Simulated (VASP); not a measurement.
# Pt2SeS3 (Pm) in VASP: relaxation of cell and atoms with LDA

Aim: the relaxation of cell and atoms of Pt2SeS3 with LDA.

All numbers are computed with VASP 6.6.1; they aren't measurements. Logs are shortened: lines on timing, memory, paths and dates and some standing lists are left out, and cuts for length are marked.

## 1. The cell of the first run

The structure is monoclinic, space group Pm (No. 6). The conventional cell has a = 4.624 Å, b = 3.601 Å, c = 6.247 Å, α = 90.00°, β = 90.03°, γ = 90.00°. Pt (site symmetry m) has 5 S at 2.38 to 2.40 Å and 1 Se at 2.48 Å within 3.1 Å. Pt (site symmetry m) has 4 S at 2.36 to 2.39 Å and 2 Se at 2.47 Å within 3.1 Å. Se (site symmetry m) has 3 Pt at 2.47 to 2.48 Å and 6 S at 2.95 to 3.27 Å within 3.3 Å. S (site symmetry m) has 3 Pt at 2.36 to 2.38 Å and 6 S at 3.06 to 3.16 Å within 3.2 Å. S (site symmetry m) has 3 Pt at 2.39 to 2.40 Å and 2 Se at 2.95 to 3.27 Å and 4 S at 3.06 to 3.16 Å within 3.3 Å. S (site symmetry m) has 3 Pt at 2.38 to 2.39 Å and 4 Se at 3.01 to 3.21 Å and 2 S at 3.11 to 3.13 Å within 3.3 Å.

## 2. Relaxation of cell and atoms, LDA

Input file INCAR:

```
PREC = Accurate ; ENCUT = 500
EDIFF = 1E-7 ; ISMEAR = 0
SIGMA = 0.1 ; LREAL = F
LASPH = T ; NELM = 120
ALGO = Normal ; ISIF = 3
LWAVE = F ; LCHARG = F
IBRION = 2 ; NSW = 100
EDIFFG = -0.002 ; GGA_COMPAT = F
NELMIN = 4
```

Input file KPOINTS:

```
Automatic mesh
0
Gamma
  10 8 6
```

Input file POSCAR:

```
Pt2SeS3
1.0
   -1.8005073532     -3.1185702093      0.0000000000
    0.0010045992     -0.0005800056      4.6235091548
   -5.4103663749      3.1236764887     -0.0012739043
Pt Se S
2 1 3
Direct
    0.5000000000      0.0033795494      0.4963389137
    0.0000000000      0.0060507011      0.0038091876
    0.5000000000      0.7205356318      0.8344529997
    0.0000000000      0.7525440594      0.3315026438
    0.5000000000      0.2673673088      0.1664135345
    0.0000000000      0.2501227495      0.6674827207
```

Potentials or basis: VASP PAW LDA potentials, release 64 (Pt, Se, S).

Command:

```
cat potpaw_LDA.64/Pt/POTCAR potpaw_LDA.64/Se/POTCAR potpaw_LDA.64/S/POTCAR > POTCAR
mpirun -np 1 vasp_std > vasp.out
```

OUTCAR:

```text
PREC = Accurate
   ENCUT = 500
   EDIFF = 1E-7
   ISMEAR = 0
   LREAL = F
   LASPH = T
   NELM = 120
   ISIF = 3
   IBRION = 2
   NSW = 100
   EDIFFG = -0.002
   NELMIN = 4

 ion  position               nearest neighbor table
   1  0.500  0.003  0.496-   4 2.38   4 2.38   6 2.38   6 2.38   5 2.40   3 2.48
   2  0.000  0.006  0.004-   4 2.36   6 2.39   5 2.39   5 2.39   3 2.47   3 2.47
   3  0.500  0.721  0.834-   2 2.47   2 2.47   1 2.48
   4  0.000  0.753  0.332-   2 2.36   1 2.38   1 2.38
   5  0.500  0.267  0.166-   2 2.39   2 2.39   1 2.40
   6  0.000  0.250  0.667-   1 2.38   1 2.38   2 2.39

  LATTYP: Found a simple monoclinic cell.
 ALAT       =     4.6235093003
 B/A-ratio  =     0.7788488067
 C/A-ratio  =     1.3512145630
 COS(beta)  =    -0.0004548051

  Lattice vectors:

 A1 = (   0.0010045992,  -0.0005800056,   4.6235091548)
 A2 = (   1.8005073532,   3.1185702093,   0.0000000000)
 A3 = (  -5.4103663749,   3.1236764887,  -0.0012739043)

Analysis of symmetry for initial positions (statically):
=====================================================================
 Subroutine PRICEL returns:
 Original cell was already a primitive cell.

 Routine SETGRP: Setting up the symmetry group for a
 simple monoclinic supercell.

 Subroutine GETGRP returns: Found  2 space group operations
 (whereof  2 operations were pure point group operations)
 out of a pool of  4 trial point group operations.

The static configuration has the point symmetry C_1h.

Analysis of symmetry for dynamics (positions and initial velocities):
=====================================================================
 Subroutine PRICEL returns:
 Original cell was already a primitive cell.

 Routine SETGRP: Setting up the symmetry group for a
 simple monoclinic supercell.

 Subroutine GETGRP returns: Found  2 space group operations
 (whereof  2 operations were pure point group operations)
 out of a pool of  4 trial point group operations.

The dynamic configuration has the point symmetry C_1h.

 Subroutine INISYM returns: Found  2 space group operations
 (whereof  2 operations are pure point group operations),
 and found     1 'primitive' translations

----------------------------------------------------------------------------------------

                                     Primitive cell

  volume of cell :     104.0142

  direct lattice vectors                    reciprocal lattice vectors
[... 117 lines left out ...]
  Fermi-wavevector in a.u.,A,eV,Ry     =   1.228933  2.322346 20.548554  1.510276
  Thomas-Fermi vector in A             =   2.363839
   LORBIT       =      0    0 simple, 1 ext, 2 COOP (PROOUT), +10 PAW based schemes
   GGA     = CA    functional components
   LHFCALC =     F    Hartree Fock is set to
   AEXX    =    0.0000 exact exchange contribution
   IVDW    =     0    specifies the selected vdW correction
   LEPSILON=     F    determine dielectric tensor
   LRPA    =     F    only Hartree local field effects (RPA)
 conjugate gradient relaxation of ions
 non-spin polarized calculation
 Gauss-broadening in eV      SIGMA  =   0.10
  energy-cutoff  :      500.00
  volume of cell :      104.01
 maximum number of plane-waves:      2673
 NGX is ok and might be reduce to    28
   NGX = 13   NGY = 17   NGZ = 23

--------------------------------------- Ionic step        1  -------------------------------------------

 number of electron      43.9999998 magnetization

 Free energy of the ion-electron system (eV)
  ---------------------------------------------------
  ext. energy  EPLUGINS =         0.00000000
  ---------------------------------------------------
  free energy    TOTEN  =       -35.82116317 eV

  energy without entropy =      -35.81725635  energy(sigma->0) =      -35.81920976

------------------------ aborting loop because EDIFF is reached ----------------------------------------

  FORCE on cell =-STRESS in cart. coord.  units (eV):
  Direction    XX          YY          ZZ          XY          YZ          ZX
  --------------------------------------------------------------------------------------
  -------------------------------------------------------------------------------------
  Total        0.1056233      0.1531121      0.0436180      0.0411265     -0.0248481      0.0430380
  in kB        1.6269631      2.3584539      0.6718671      0.6334896     -0.3827471      0.6629336
  external PRESSURE =       1.5524280 kB  Pullay stress =       0.0000000 kB
[... 101 lines left out ...]
  FREE ENERGIE OF THE ION-ELECTRON SYSTEM (eV)
  ---------------------------------------------------
  free  energy   TOTEN  =       -35.8213705236 eV

  energy  without entropy=      -35.8174261016  energy(sigma->0) =      -35.81939831

[... ionic steps 4 to 16 ...]

--------------------------------------- Ionic step       17  -------------------------------------------

 number of electron      43.9999999 magnetization

------------------------ aborting loop because EDIFF is reached ----------------------------------------
[... 75 lines left out ...]
--------------------------------------- Ionic step       19  -------------------------------------------

 number of electron      43.9999999 magnetization

 Free energy of the ion-electron system (eV)
  ---------------------------------------------------
  ext. energy  EPLUGINS =         0.00000000
  ---------------------------------------------------
  free energy    TOTEN  =       -35.82170147 eV

  energy without entropy =      -35.81768031  energy(sigma->0) =      -35.81969089

 E-fermi :   7.9771     XC(G=0): -11.4329

 val. band max:        7.9728664254   @ k =   0.1000   0.5000   0.5000
 cond. band min:       7.9841114502   @ k =   0.3000   0.2500   0.3333
 fundamental gap:      0.0112450248
 Fermi energy:         7.9771296293

 k-point     1 :       0.0000    0.0000    0.0000
  band No.  band energies     occupation
      1      -8.1342      2.00000
      2      -6.0110      2.00000
      3      -5.8150      2.00000
      4      -4.4507      2.00000
      5       0.1263      2.00000
      6       0.3089      2.00000
[... 685 lines left out ...]
     25       9.9010      0.00000
     26      10.2299      0.00000

 [... further k-points ...]

------------------------ aborting loop because EDIFF is reached ----------------------------------------

  FORCE on cell =-STRESS in cart. coord.  units (eV):
  Direction    XX          YY          ZZ          XY          YZ          ZX
  --------------------------------------------------------------------------------------
  -------------------------------------------------------------------------------------
  Total       -0.0001513     -0.0002789     -0.0007895     -0.0001105      0.0003189     -0.0005526
  in kB       -0.0023349     -0.0043038     -0.0121855     -0.0017052      0.0049213     -0.0085290
  external PRESSURE =      -0.0062748 kB  Pullay stress =       0.0000000 kB
[... 21 lines left out ...]
  FREE ENERGIE OF THE ION-ELECTRON SYSTEM (eV)
  ---------------------------------------------------
  free  energy   TOTEN  =       -35.8217014695 eV

  energy  without entropy=      -35.8176803080  energy(sigma->0) =      -35.81969089

 reached required accuracy - stopping structural energy minimisation
```

OSZICAR:

```text
N       E                     dE             d eps       ncg     rms          rms(c)
DAV:   1     0.256743340884E+03    0.25674E+03   -0.20590E+04  8144   0.149E+03
DAV:   2    -0.213331961089E+02   -0.27808E+03   -0.27289E+03  9994   0.287E+02
DAV:   3    -0.377618635624E+02   -0.16429E+02   -0.15957E+02  9580   0.685E+01
[... 137 lines left out ...]
       N       E                     dE             d eps       ncg     rms          rms(c)
DAV:   1    -0.358217018338E+02   -0.65917E-06   -0.83205E-05  8112   0.496E-02    0.641E-03
DAV:   2    -0.358217015957E+02    0.23808E-06   -0.44417E-06  9344   0.154E-02    0.341E-03
DAV:   3    -0.358217015076E+02    0.88108E-07   -0.23214E-07  5516   0.396E-03    0.156E-03
DAV:   4    -0.358217014695E+02    0.38122E-07   -0.12191E-07  4056   0.200E-03
  19 F= -.35821701E+02 E0= -.35819691E+02  d E =-.294688E-06
```

Run time: 21 min. Hardware: 1 thread of AMD EPYC 9R45 (Zen 5), shared host; peak memory 0.45 GiB.

Results:

```yaml
Free_energy: -35.8217 eV
Relaxed_volume: 17.30 Å³/atom
Relaxed_cell: a = 3.606 Å, b = 4.609 Å, c = 6.246 Å, α = 90.14°, β = 90.00°, γ = 90.00°
Space_group_after_relaxing_to_0.1_Å: Pm (No. 6)
Energy_gained_by_relaxing: 0.1 meV/atom
Ionic_steps: 19
Pressure_after_relaxing: 0.0 GPa
Band_gap_on_the_k_mesh: zero (bands 22 and 23 overlap by 0.45 eV)
```

Step by step:
```
step  energy change (eV)  largest force (eV/Å)  pressure (GPa)  volume (Å³)
   1              0.0000                0.0697            0.16       104.01
   2             -0.0001                0.0350           -0.36       104.27
   3             -0.0002                0.0262           -0.13       104.15
   4             -0.0004                0.0223           -0.05       104.05
   5             -0.0004                0.0320            0.01       104.01
   6             -0.0005                0.0083           -0.01       103.96
   7             -0.0005                0.0093           -0.01       103.95
   8             -0.0005                0.0078           -0.01       103.91
   9             -0.0005                0.0083            0.00       103.85
  10             -0.0005                0.0084           -0.01       103.82
  11             -0.0005                0.0070           -0.01       103.83
  12             -0.0005                0.0066           -0.01       103.83
  13             -0.0005                0.0041            0.01       103.82
  14             -0.0005                0.0038            0.02       103.81
  15             -0.0005                0.0028           -0.03       103.82
  16             -0.0005                0.0022           -0.01       103.81
  17             -0.0005                0.0022            0.00       103.81
  18             -0.0005                0.0022            0.00       103.81
  19             -0.0005                0.0006            0.00       103.81
```

Final structure:
```xyz
6
Lattice="-1.8030 -3.1229 0.0000 0.0050 -0.0029 4.6092 -5.4089 3.1229 -0.0075" Properties=species:S:1:pos:R:3 pbc="T T T"
Pt   -3.5855   -0.0118    0.0122
Pt   -0.0214    0.0123    0.0287
Se   -5.4114    1.0424    3.3069
S    -1.7885    1.0326    3.4648
S    -1.7999   -1.0428    1.2380
S    -3.6102    2.0843    1.1491
```

Levels at points of the mesh, in eV from the Fermi level:
```tsv
k point	band 19	band 20	band 21	band 22	band 23	band 24	band 25	band 26
(0.00, 0.00, 0.00)	-2.43	-1.41	-1.41	0.39	0.63	1.14	1.23	2.54
(0.50, 0.00, 0.00)	-2.88	-2.77	-1.09	-0.79	0.26	0.37	0.92	0.98
(0.00, 0.50, 0.00)	-2.07	-1.99	-1.48	-1.33	0.71	1.67	2.43	2.44
(0.50, 0.50, 0.00)	-2.85	-2.82	-2.28	-2.10	1.56	1.61	1.76	2.23
(0.00, 0.00, 0.50)	-2.10	-2.07	-1.51	-1.39	1.29	1.64	1.67	1.88
(0.50, 0.00, 0.50)	-3.51	-3.45	-3.05	-2.87	0.66	0.72	2.46	2.58
(0.00, 0.50, 0.50)	-1.63	-1.51	-1.32	-1.30	0.58	0.91	0.92	1.10
(0.50, 0.50, 0.50)	-3.16	-2.88	-1.51	-1.17	0.57	0.83	1.67	1.72
```

Caveat: spin-orbit coupling is left out, which moves the levels of the heavy elements.
